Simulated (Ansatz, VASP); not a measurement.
## Two plane-wave programs on WS

```
W S
1.0
     0.00000    2.89023    2.89023
     2.89023    0.00000    2.89023
     2.89023    2.89023    0.00000
W S
1 1
Direct
  0.00000 0.00000 0.00000
  0.25000 0.25000 0.25000
```

Alike in both runs: functional r2SCAN; k mesh 12 × 12 × 12; occupations gaussian, width 0.1 eV; no spin polarisation; Hubbard terms W d U = 6.2 eV.

Ansatz relaxed the structure, and its values are those at the end. VASP's run is a single point on that final structure, the one shown.

|  | VASP | Ansatz |
| --- | --- | --- |
| version | VASP 6.6.1 | Ansatz 0.2.0 |
| potentials or method | VASP PAW PBE potentials, release 64 (W_sv, S), cutoff 520 eV | scalar-relativistic, plane waves, PAW |
| valence electrons in the cell | 20 | 20 |

Ansatz gave:

```
gap on the k mesh at the Fermi level (eV) : 1.61
least direct gap on the mesh (eV)         : 2.00
pressure (GPa)                            : 0.0
```

Task: Which values does VASP return?

Result: gap on the k mesh at the Fermi level (eV): 0.05; least direct gap on the mesh (eV): 0.18; pressure (GPa): -3.0.

VASP's potentials were made for PBE, not for r2SCAN. The programs project onto different local orbitals, so the same U acts differently, and such runs can settle in different states.

Spin-orbit coupling is off throughout.
